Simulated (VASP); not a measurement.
# NaF (Fm-3m) in VASP: further runs

Runs on NaF. Level: PBEsol. Tasks: single point.

Program: VASP 6.6.1. These are calculated values, not measurements. Logs are shortened: lines on timing, memory, paths and dates and some standing lists are left out, and cuts for length are marked.

## (1) The cell of the first run

The structure is cubic, space group Fm-3m (No. 225). The conventional cell has a = 4.629 Å, b = 4.629 Å, c = 4.629 Å, α = 90.00°, β = 90.00°, γ = 90.00°. Within 3.1 Å of Na (site symmetry m-3m) lie 6 F at 2.31 Å. Within 3.1 Å of F (site symmetry m-3m) lie 6 Na at 2.31 Å.

## (2) Single point, PBEsol

Contents of INCAR:

```
PREC = Accurate ; ENCUT = 600
EDIFF = 1E-6 ; ISMEAR = 0
SIGMA = 0.02 ; LREAL = False
LASPH = True ; NELM = 120
ALGO = Normal ; ISIF = 2
LWAVE = False ; LCHARG = False
GGA = PS ; NBANDS = 14
GGA_COMPAT = False
```

Contents of KPOINTS:

```
Automatic mesh
0
Gamma
  8 8 8
```

Contents of POSCAR:

```
NaF
1.0
    0.0000000000      2.3144065516      2.3144065516
    2.3144065516      0.0000000000      2.3144065516
    2.3144065516      2.3144065516      0.0000000000
Na F
1 1
Direct
    0.0000000000      0.0000000000      0.0000000000
    0.5000000000      0.5000000000      0.5000000000
```

Potentials or basis: VASP PAW PBE potentials, release 64 (Na_pv, F).

On the command line:

```
cat potpaw_PBE.64/Na_pv/POTCAR potpaw_PBE.64/F/POTCAR > POTCAR
mpirun -np 1 vasp_std > vasp.out
```

OUTCAR:

```text
PREC = Accurate
   ENCUT = 600
   EDIFF = 1E-6
   ISMEAR = 0
   LREAL = False
   LASPH = True
   NELM = 120
   ISIF = 2
   GGA = PS

 ion  position               nearest neighbor table
   1  0.000  0.000  0.000-   2 2.31   2 2.31   2 2.31   2 2.31   2 2.31   2 2.31
   2  0.500  0.500  0.500-   1 2.31   1 2.31   1 2.31   1 2.31   1 2.31   1 2.31

  LATTYP: Found a face centered cubic cell.
 ALAT       =     4.6288131032

  Lattice vectors:

 A1 = (   0.0000000000,   2.3144065516,   2.3144065516)
 A2 = (   2.3144065516,   0.0000000000,   2.3144065516)
 A3 = (   2.3144065516,   2.3144065516,   0.0000000000)

Analysis of symmetry for initial positions (statically):
=====================================================================
 Subroutine PRICEL returns:
 Original cell was already a primitive cell.

 Routine SETGRP: Setting up the symmetry group for a
 face centered cubic supercell.

 Subroutine GETGRP returns: Found 48 space group operations
 (whereof 48 operations were pure point group operations)
 out of a pool of 48 trial point group operations.

The static configuration has the point symmetry O_h .

Analysis of symmetry for dynamics (positions and initial velocities):
=====================================================================
 Subroutine PRICEL returns:
 Original cell was already a primitive cell.

 Routine SETGRP: Setting up the symmetry group for a
 face centered cubic supercell.

 Subroutine GETGRP returns: Found 48 space group operations
 (whereof 48 operations were pure point group operations)
 out of a pool of 48 trial point group operations.

The dynamic configuration has the point symmetry O_h .

 Subroutine INISYM returns: Found 48 space group operations
 (whereof 48 operations are pure point group operations),
 and found     1 'primitive' translations

----------------------------------------------------------------------------------------

                                     Primitive cell

  volume of cell :      24.7941

  direct lattice vectors                    reciprocal lattice vectors
     0.000000000  2.314406552  2.314406552    -0.216038103  0.216038103  0.216038103
     2.314406552  0.000000000  2.314406552     0.216038103 -0.216038103  0.216038103
     2.314406552  2.314406552  0.000000000     0.216038103  0.216038103 -0.216038103

  length of vectors
     3.273065134  3.273065134  3.273065134     0.374188970  0.374188970  0.374188970

  position of ions in fractional coordinates (direct lattice)
     0.000000000  0.000000000  0.000000000
     0.500000000  0.500000000  0.500000000

  ion indices of the primitive-cell ions
   primitive index   ion index
                 1           1
                 2           2

----------------------------------------------------------------------------------------

 KPOINTS: Automatic mesh

Automatic generation of k-mesh.
 Grid dimensions read from file:
 generate k-points for:    8    8    8

 Generating k-lattice:

  Cartesian coordinates                     Fractional coordinates (reciprocal lattice)
    -0.027004763  0.027004763  0.027004763     0.125000000  0.000000000  0.000000000
     0.027004763 -0.027004763  0.027004763     0.000000000  0.125000000  0.000000000
     0.027004763  0.027004763 -0.027004763     0.000000000  0.000000000  0.125000000

  Length of vectors
     0.046773621  0.046773621  0.046773621

  Shift w.r.t. Gamma in fractional coordinates (k-lattice)
     0.000000000  0.000000000  0.000000000

 Subroutine IBZKPT returns following result:
 ===========================================

 Found     29 irreducible k-points:

 Following reciprocal coordinates:
            Coordinates               Weight
  0.000000  0.000000  0.000000      1.000000
  0.125000  0.000000  0.000000      8.000000
  0.250000  0.000000  0.000000      8.000000
  0.375000  0.000000  0.000000      8.000000
  0.500000  0.000000  0.000000      4.000000
  0.125000  0.125000  0.000000      6.000000
[... 16 lines left out ...]
  0.500000  0.250000  0.125000     48.000000
 -0.375000  0.250000  0.125000     24.000000
 [... further k-points ...]
   k-points           NKPTS =     29   k-points in BZ     NKDIM =     29   number of bands    NBANDS=     14
   number of dos      NEDOS =    301   number of ions     NIONS =      2
   total plane-waves  NPLWV =  21952
   dimension x,y,z NGX =    28 NGY =   28 NGZ =   28
   dimension x,y,z NGXF=    56 NGYF=   56 NGZF=   56
   ions per type =               1   1
   NGX,Y,Z   is equivalent  to a cutoff of  14.22, 14.22, 14.22 a.u.
   NGXF,Y,Z  is equivalent  to a cutoff of  28.44, 28.44, 28.44 a.u.
 SYSTEM =  unknown system
   PREC   = accura    normal or accurate (medium, high low for compatibility)
   ISTART =      0    job   : 0-new  1-cont  2-samecut
   ICHARG =      2    charge: 1-file 2-atom 10-const
   ISPIN  =      1    spin polarized calculation?
   LNONCOLLINEAR =      F non collinear calculations
   LSORBIT =      F    spin-orbit coupling
   LASPH  =      T    aspherical Exc in radial PAW
   ENCUT  =  600.0 eV  44.10 Ry    6.64 a.u.   6.54  6.54  6.54*2*pi/ulx,y,z
   NELM   =    120;   NELMIN=  2; NELMDL= -5     # of ELM steps
   EDIFF  = 0.1E-05   stopping-criterion for ELM
   LREAL  =      F    real-space projection
   EDIFFG = 0.1E-04   stopping-criterion for IOM
   NSW    =      0    number of steps for IOM
   IBRION =     -1    ionic relax: 0-MD 1-quasi-New 2-CG
   NFREE  =      0    steps in history (QN), initial steepest desc. (CG)
   ISIF   =      2    stress and relaxation
   ISYM   =      2    0-nonsym 1-usesym 2-fastsym
   POTIM  = 0.5000    time-step for ionic-motion
   TEBEG  =    0.0;   TEEND  =   0.0 temperature during run
   PSTRESS=    0.0 pullay stress
   NELECT =      14.0000    total number of electrons
   NUPDOWN=      -1.0000    fix difference up-down
   EMIN   =  10.00;   EMAX   =-10.00  energy-range for DOS
   EFERMI =   0.00;   METHOD = LEGACY
   ISMEAR =     0;   SIGMA  =   0.02  broadening in eV -4-tet -1-fermi 0-gaus
   EFERMI_NEDOS =   21; number of points for ismear=-14 and -15
   IALGO  =     38    algorithm
   IMIX   =      4    mixing-type and parameters
     AMIX     =   0.40;   BMIX     =  1.00
     AMIX_MAG =   1.60;   BMIX_MAG =  1.00
  volume/ion in A,a.u.               =      12.40        83.66
  Fermi-wavevector in a.u.,A,eV,Ry     =   1.353114  2.557016 24.911161  1.830919
  Thomas-Fermi vector in A             =   2.480397
   LORBIT       =      0    0 simple, 1 ext, 2 COOP (PROOUT), +10 PAW based schemes
   GGA     = PS    functional components
   LHFCALC =     F    Hartree Fock is set to
   AEXX    =    0.0000 exact exchange contribution
   IVDW    =     0    specifies the selected vdW correction
   LEPSILON=     F    determine dielectric tensor
   LRPA    =     F    only Hartree local field effects (RPA)
 non-spin polarized calculation
 Gauss-broadening in eV      SIGMA  =   0.02
  energy-cutoff  :      600.00
  volume of cell :       24.79
 maximum number of plane-waves:       869
 NGX is ok and might be reduce to    28
   NGX = 13   NGY = 13   NGZ = 13

 number of electron      14.0000006 magnetization

 Free energy of the ion-electron system (eV)
  ---------------------------------------------------
  ext. energy  EPLUGINS =         0.00000000
  ---------------------------------------------------
  free energy    TOTEN  =        -8.77054393 eV

  energy without entropy =       -8.77054393  energy(sigma->0) =       -8.77054393

 E-fermi :  -2.0425     XC(G=0):  -9.3508

 val. band max:       -2.1644774131   @ k =   0.0000   0.0000   0.0000
 cond. band min:       4.0150463899   @ k =   0.0000   0.0000   0.0000
 fundamental gap:      6.1795238029
 Fermi energy:        -2.0425470957

 k-point     1 :       0.0000    0.0000    0.0000
  band No.  band energies     occupation
      1     -21.2277      2.00000
      2     -20.9222      2.00000
      3     -20.9222      2.00000
      4     -20.9222      2.00000
      5      -2.1645      2.00000
      6      -2.1645      2.00000
      7      -2.1645      2.00000
      8       4.0150      0.00000
      9      16.7040      0.00000
     10      16.7040      0.00000
     11      16.7040      0.00000
     12      19.3943      0.00000
     13      21.7856      0.00000
     14      21.7856      0.00000

 k-point     2 :       0.1250    0.0000    0.0000
  band No.  band energies     occupation
      1     -21.4102      2.00000
      2     -20.9240      2.00000
      3     -20.9240      2.00000
      4     -20.7185      2.00000
      5      -2.4684      2.00000
      6      -2.2032      2.00000
      7      -2.2032      2.00000
      8       4.5670      0.00000
      9      14.9229      0.00000
     10      16.9439      0.00000
     11      16.9439      0.00000
     12      21.2089      0.00000
     13      21.2089      0.00000
     14      21.3478      0.00000

 k-point     3 :       0.2500    0.0000    0.0000
  band No.  band energies     occupation
      1     -21.6338      2.00000
      2     -20.9285      2.00000
      3     -20.9285      2.00000
      4     -20.4435      2.00000
      5      -3.0841      2.00000
      6      -2.2956      2.00000
      7      -2.2956      2.00000
      8       5.8902      0.00000
      9      12.8268      0.00000
     10      17.4737      0.00000
     11      17.4737      0.00000
     12      20.5410      0.00000
     13      20.5410      0.00000
     14      22.1056      0.00000
[... 324 lines left out ...]
 k-point    23 :       0.5000    0.2500    0.1250
  band No.  band energies     occupation
      1     -21.6530      2.00000
      2     -20.9757      2.00000
      3     -20.9470      2.00000
      4     -20.3426      2.00000
      5      -3.4299      2.00000
      6      -2.6756      2.00000
      7      -2.4688      2.00000
      8       8.3772      0.00000
      9      11.2647      0.00000
     10      15.1822      0.00000
     11      17.0280      0.00000
     12      19.3178      0.00000
     13      21.3969      0.00000
     14      25.5707      0.00000

 k-point    24 :      -0.3750    0.2500    0.1250
  band No.  band energies     occupation
      1     -21.6674      2.00000
      2     -20.9790      2.00000
      3     -20.9545      2.00000
      4     -20.3113      2.00000
      5      -3.5028      2.00000
      6      -2.7549      2.00000
      7      -2.5077      2.00000
      8       9.4710      0.00000
      9      10.4311      0.00000
     10      14.8865      0.00000
     11      16.7258      0.00000
     12      19.9147      0.00000
     13      20.9813      0.00000
     14      25.7935      0.00000

 [... further k-points ...]

------------------------ aborting loop because EDIFF is reached ----------------------------------------

  FORCE on cell =-STRESS in cart. coord.  units (eV):
  Direction    XX          YY          ZZ          XY          YZ          ZX
  --------------------------------------------------------------------------------------
  -------------------------------------------------------------------------------------
  Total       -0.0235902     -0.0235902     -0.0235902      0.0000000      0.0000000     -0.0000000
  in kB       -1.5243811     -1.5243811     -1.5243811      0.0000000      0.0000000     -0.0000000
  external PRESSURE =      -1.5243811 kB  Pullay stress =       0.0000000 kB

 VOLUME and BASIS-vectors are now :
 -----------------------------------------------------------------------------
  energy-cutoff  :      600.00
  volume of cell :       24.79
      direct lattice vectors                 reciprocal lattice vectors
     0.000000000  2.314406552  2.314406552    -0.216038103  0.216038103  0.216038103
     2.314406552  0.000000000  2.314406552     0.216038103 -0.216038103  0.216038103
     2.314406552  2.314406552  0.000000000     0.216038103  0.216038103 -0.216038103

 POSITION                                       TOTAL-FORCE (eV/Angst)
 -----------------------------------------------------------------------------------
      0.00000      0.00000      0.00000         0.000000     -0.000000     -0.000000
      2.31441      2.31441      2.31441        -0.000000      0.000000      0.000000
 -----------------------------------------------------------------------------------
    total drift:                                0.000000      0.000000      0.000000

  FREE ENERGIE OF THE ION-ELECTRON SYSTEM (eV)
  ---------------------------------------------------
  free  energy   TOTEN  =        -8.7705439261 eV

  energy  without entropy=       -8.7705439261  energy(sigma->0) =       -8.77054393
```

Wall time 20 s (1 thread of Intel Xeon 8259CL, shared host); peak memory 0.15 GiB.

Results:

* Free energy: -8.7705 eV
* Pressure: -0.2 GPa
* Band gap on the k mesh: 6.18 eV

Levels at points of the mesh, in eV from the valence-band top:
```csv
k point,band 5,band 6,band 7,band 8,band 9,band 10
"(0.00, 0.00, 0.00)",0.00,0.00,0.00,6.18,18.87,18.87
"(0.50, 0.00, 0.00)",-1.63,-0.26,-0.26,10.63,12.36,20.02
"(0.50, 0.50, 0.00)",-1.30,-0.41,-0.41,13.01,13.11,13.56
```

Caveat: the PAW data sets were made with another functional, which shifts forces and pressure a little.

## (3) Single point, PBEsol

Contents of INCAR:

```
SYSTEM = NaF
PREC = Accurate
ENCUT = 600
EDIFF = 1E-6
ISMEAR = 0
SIGMA = 0.02
LREAL = .FALSE.
LASPH = .TRUE.
NELM = 120
ALGO = Normal
ISIF = 2
LWAVE = .FALSE.
LCHARG = .FALSE.
GGA = PS
NBANDS = 14
GGA_COMPAT = .FALSE.
```

Contents of KPOINTS:

```
Automatic mesh
0
G
  8 8 8
  0 0 0
```

POSCAR is that of step 2.

Potentials or basis: VASP PAW PBE potentials, release 64 (Na_pv, F).

On the command line:

```
cat potpaw_PBE.64/Na_pv/POTCAR potpaw_PBE.64/F/POTCAR > POTCAR
mpirun -np 1 vasp_std > vasp.out
```

Wall time 21 s (1 thread of Intel Xeon 8259CL, shared host); peak memory 0.15 GiB.

It converged, with:

```
Free energy            : -8.7705 eV
Pressure               : -0.2 GPa
Band gap on the k mesh : 6.18 eV
```

Levels at points of the mesh, in eV from the valence-band top:
| k point | band 5 | band 6 | band 7 | band 8 | band 9 | band 10 |
| --- | --- | --- | --- | --- | --- | --- |
| (0.00, 0.00, 0.00) | 0.00 | 0.00 | 0.00 | 6.18 | 18.87 | 18.87 |
| (0.50, 0.00, 0.00) | -1.63 | -0.26 | -0.26 | 10.63 | 12.36 | 20.02 |
| (0.50, 0.50, 0.00) | -1.30 | -0.41 | -0.41 | 13.01 | 13.11 | 13.56 |

Caveat: the PAW data sets were made with another functional, which shifts forces and pressure a little.
